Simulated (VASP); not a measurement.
# KCl (I-4m2) in VASP: single point with HSE06

Aim: the single point of KCl with HSE06.

All numbers are computed with VASP 6.6.1; they aren't measurements. Logs are shortened: lines on timing, memory, paths and dates and some standing lists are left out, and cuts for length are marked.

**1. The cell of the first run**

It takes space group I-4m2 (No. 119, tetragonal). The conventional cell has a = 5.241 Å, b = 5.241 Å, c = 6.043 Å, α = 90.00°, β = 90.00°, γ = 90.00°. K (site symmetry -4m2) has 4 Cl at 3.02 Å within 4.0 Å. Within 4.0 Å of Cl (site symmetry -4m2) lie 4 K at 3.02 Å.

**2. Single point, HSE06 (epitaxial xy strain +5.7%)**

POSCAR reads:

```
KCl
1.0
    0.0000000000      3.7061457669      3.0214740150
    3.7061457669      0.0000000000      3.0214740150
    3.7061457669      3.7061457669      0.0000000000
K Cl
1 1
Direct
    0.0000000000      0.0000000000      0.0000000000
    0.2500000000      0.2500000000      0.2500000000
```

INCAR.step1 reads:

```
ALGO = Normal
EDIFF = 1E-5
ENCUT = 520
GGA = PE
ISIF = 2
ISMEAR = 0
LASPH = T
LCHARG = F
LREAL = F
LWAVE = T
NBANDS = 15
NELM = 60
PREC = Accurate
SIGMA = 0.01
```

INCAR.step2 reads:

```
ALGO = Normal
EDIFF = 1E-6
ENCUT = 520
GGA = PE
HFSCREEN = 0.2079
ISIF = 2
ISMEAR = 0
ISTART = 1
LASPH = T
LCHARG = F
LHFCALC = T
LREAL = F
LWAVE = F
NBANDS = 15
NELM = 60
PREC = Accurate
PRECFOCK = Normal
SIGMA = 0.01
```

KPOINTS reads:

```
k-points
0
Gamma
  4 4 4
```

Potentials or basis: VASP PAW PBE potentials, release 64 (K_sv, Cl).

The run is started by

```bash
$ cat potpaw_PBE.64/K_sv/POTCAR potpaw_PBE.64/Cl/POTCAR > POTCAR
$ cp INCAR.step1 INCAR
$ mpirun -np 1 vasp_std > vasp.out
$ cp INCAR.step2 INCAR
$ mpirun -np 1 vasp_std > vasp.out
```

OUTCAR:

```text
EDIFF = 1E-6
   ENCUT = 520
   GGA = PE
   HFSCREEN = 0.2079
   ISIF = 2
   ISMEAR = 0
   ISTART = 1
   LASPH = T
   LHFCALC = T
   LREAL = F
   NELM = 60
   PREC = Accurate
   PRECFOCK = Normal

 ion  position               nearest neighbor table
   1  0.000  0.000  0.000-   2 3.02   2 3.02   2 3.02   2 3.02
   2  0.250  0.250  0.250-   1 3.02   1 3.02   1 3.02   1 3.02

  LATTYP: Found a body centered tetragonal cell.
 ALAT       =     5.2412816077
 C/A-ratio  =     1.1529523659

  Lattice vectors:

 A1 = (   0.0000000000,  -3.7061457669,  -3.0214740150)
 A2 = (   0.0000000000,   3.7061457669,  -3.0214740150)
 A3 = (   3.7061457669,   0.0000000000,   3.0214740150)

Analysis of symmetry for initial positions (statically):
=====================================================================
 Subroutine PRICEL returns:
 Original cell was already a primitive cell.

 Routine SETGRP: Setting up the symmetry group for a
 body centered tetragonal supercell.

 Subroutine GETGRP returns: Found  8 space group operations
 (whereof  8 operations were pure point group operations)
 out of a pool of 16 trial point group operations.

The static configuration has the point symmetry D_2d.

Analysis of symmetry for dynamics (positions and initial velocities):
=====================================================================
 Subroutine PRICEL returns:
 Original cell was already a primitive cell.

 Routine SETGRP: Setting up the symmetry group for a
 body centered tetragonal supercell.

 Subroutine GETGRP returns: Found  8 space group operations
 (whereof  8 operations were pure point group operations)
 out of a pool of 16 trial point group operations.

The dynamic configuration has the point symmetry D_2d.

 Subroutine INISYM returns: Found  8 space group operations
 (whereof  8 operations are pure point group operations),
 and found     1 'primitive' translations

----------------------------------------------------------------------------------------

                                     Primitive cell

  volume of cell :      83.0030

  direct lattice vectors                    reciprocal lattice vectors
     0.000000000  3.706145767  3.021474015    -0.134911045  0.134911045  0.165482145
[... 87 lines left out ...]
   EMIN   =  10.00;   EMAX   =-10.00  energy-range for DOS
   EFERMI =   0.00;   METHOD = LEGACY
   ISMEAR =     0;   SIGMA  =   0.01  broadening in eV -4-tet -1-fermi 0-gaus
   EFERMI_NEDOS =   21; number of points for ismear=-14 and -15
   IALGO  =     38    algorithm
   IMIX   =      1    mixing-type and parameters
     AMIX     =   0.40;   BMIX     =  1.00
     AMIX_MAG =   1.60;   BMIX_MAG =  1.00
  volume/ion in A,a.u.               =      41.50       280.07
  Fermi-wavevector in a.u.,A,eV,Ry     =   0.945693  1.787101 12.168172  0.894335
  Thomas-Fermi vector in A             =   2.073619
   LORBIT       =      0    0 simple, 1 ext, 2 COOP (PROOUT), +10 PAW based schemes
   GGA     = PE    functional components
   LHFCALC =     T    Hartree Fock is set to
   PRECFOCK=normal    Normal, Fast or Accurate (Low or Medium for compatibility)
   ENCUT4O =  -1.0   cutoff for four orbital integrals eV
   NKREDX  =     1    reduce k-point grid by
   NKREDY  =     1    reduce k-point grid by
   NKREDZ  =     1    reduce k-point grid by
   AEXX    =    0.2500 exact exchange contribution
   HFSCREEN=    0.2079 screening length (either q_TF or 0.3 A-1)
   HFSCREENC=   0.2079 screening length for correlation (either q_TF or 0.3 A-1)
   ENCUTFOCK=  -1.0 apply spherical cutoff to Coloumb kernel
   IVDW    =     0    specifies the selected vdW correction
   LEPSILON=     F    determine dielectric tensor
   LRPA    =     F    only Hartree local field effects (RPA)
 non-spin polarized calculation
 Gauss-broadening in eV      SIGMA  =   0.01
  energy-cutoff  :      520.00
  volume of cell :       83.00
 maximum number of plane-waves:      2260
  NGX = 28; NGY = 28; NGZ = 30

 number of electron      15.9999999 magnetization

 Free energy of the ion-electron system (eV)
  ---------------------------------------------------
  ext. energy  EPLUGINS =         0.00000000
  ---------------------------------------------------
  free energy    TOTEN  =        -7.66026204 eV

  energy without entropy =       -7.66026204  energy(sigma->0) =       -7.66026204

 E-fermi :  -3.8573     XC(G=0):  -5.2795

 val. band max:       -4.0020205027   @ k =   0.2500   0.0000   0.2500
 cond. band min:       1.9877590657   @ k =   0.0000   0.0000   0.0000
 fundamental gap:      5.9897795685
 Fermi energy:        -3.8572678023

 k-point     1 :       0.0000    0.0000    0.0000
  band No.  band energies     occupation
      1     -33.3450      2.00000
      2     -16.9510      2.00000
      3     -15.5007      2.00000
      4     -15.4813      2.00000
      5     -15.4813      2.00000
      6      -4.1001      2.00000
      7      -4.1001      2.00000
      8      -4.0546      2.00000
      9       1.9878      0.00000
     10       6.2172      0.00000
     11       7.4252      0.00000
     12       7.6711      0.00000
     13       7.6711      0.00000
     14       8.5876      0.00000
[... 203 lines left out ...]
      2     -17.1737      2.00000
      3     -15.5367      2.00000
      4     -15.5116      2.00000
      5     -15.1743      2.00000
      6      -4.2969      2.00000
      7      -4.2923      2.00000
      8      -4.0570      2.00000
      9       4.3347      0.00000
     10       4.8787      0.00000
     11       6.9062      0.00000
     12       7.4594      0.00000
     13       7.6044      0.00000
     14       8.1483      0.00000
     15       9.1542      0.00000

------------------------ aborting loop because EDIFF is reached ----------------------------------------

  FORCE on cell =-STRESS in cart. coord.  units (eV):
  Direction    XX          YY          ZZ          XY          YZ          ZX
  --------------------------------------------------------------------------------------
  -------------------------------------------------------------------------------------
  Total        0.2090291      0.2090291      0.1153417      0.0000000      0.0000000      0.0000000
  in kB        4.0348139      4.0348139      2.2263995      0.0000000      0.0000000      0.0000000
  external PRESSURE =       3.4320091 kB  Pullay stress =       0.0000000 kB

 VOLUME and BASIS-vectors are now :
 -----------------------------------------------------------------------------
  energy-cutoff  :      520.00
  volume of cell :       83.00
      direct lattice vectors                 reciprocal lattice vectors
     0.000000000  3.706145767  3.021474015    -0.134911045  0.134911045  0.165482145
     3.706145767  0.000000000  3.021474015     0.134911045 -0.134911045  0.165482145
     3.706145767  3.706145767  0.000000000     0.134911045  0.134911045 -0.165482145

 POSITION                                       TOTAL-FORCE (eV/Angst)
 -----------------------------------------------------------------------------------
      0.00000      0.00000      0.00000         0.000000      0.000000      0.000000
      1.85307      1.85307      1.51074        -0.000000     -0.000000     -0.000000
 -----------------------------------------------------------------------------------
    total drift:                               -0.000001     -0.000001     -0.000009

  FREE ENERGIE OF THE ION-ELECTRON SYSTEM (eV)
  ---------------------------------------------------
  free  energy   TOTEN  =        -7.6602620389 eV

  energy  without entropy=       -7.6602620389  energy(sigma->0) =       -7.66026204
```

Run time: 13 min. Hardware: 1 thread of Intel Xeon Platinum 8259CL at 2.50GHz (Skylake/Cascade Lake), shared host; peak memory 0.33 GiB.

Results:

```
Free energy            : -7.6603 eV
Pressure               : 0.3 GPa
Band gap on the k mesh : 5.99 eV (least direct gap 6.04 eV)
```

Stress tensor (GPa, compression positive):
```
0.40 0.00 0.00
0.00 0.40 0.00
0.00 0.00 0.22
```

Caveat: the cell differs from its parent crystal (epitaxial xy strain +5.7%); the PAW data sets were made with another functional, which shifts forces and pressure a little.
